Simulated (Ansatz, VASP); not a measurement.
# Two plane-wave programs on Ta

```
CELL_PARAMETERS angstrom
-1.65128 1.65128 1.71733
1.65128 -1.65128 1.71733
1.65128 1.65128 -1.71733
ATOMIC_POSITIONS crystal
Ta 0.00000 0.00000 0.00000
```

Change from the starting cell: strain +0.000 along x and y, +0.040 along z, atoms carried along.

Alike in both runs: task single point; functional PBEsol; k mesh 20 × 20 × 20; occupations gaussian, width 0.15 eV; no spin polarisation.

|  | VASP | Ansatz |
| --- | --- | --- |
| version | VASP 6.6.1 | Ansatz 0.2.0 |
| potentials or method | VASP PAW PBE potentials, release 64 (Ta_pv), cutoff 520 eV | scalar-relativistic, plane waves, PAW |
| valence electrons in the cell | 11 | 13 |

```csv
,VASP,Ansatz,Ansatz less VASP
gap on the k mesh at the Fermi level (eV),none,none,-
pressure (GPa),-10.6,-10.7,-0.09
"traceless stress, the component that is largest in VASP (GPa)",-2.63,-2.64,-0.004
```

VASP's potentials were made for PBE, not for PBEsol. A gap of «none» marks a metal or a gap that the smearing closes. VASP's potentials hold 11 valence electrons a cell and Ansatz's 13, so a difference there can come from the potentials and not from the codes.

Neither program's run includes spin-orbit coupling.
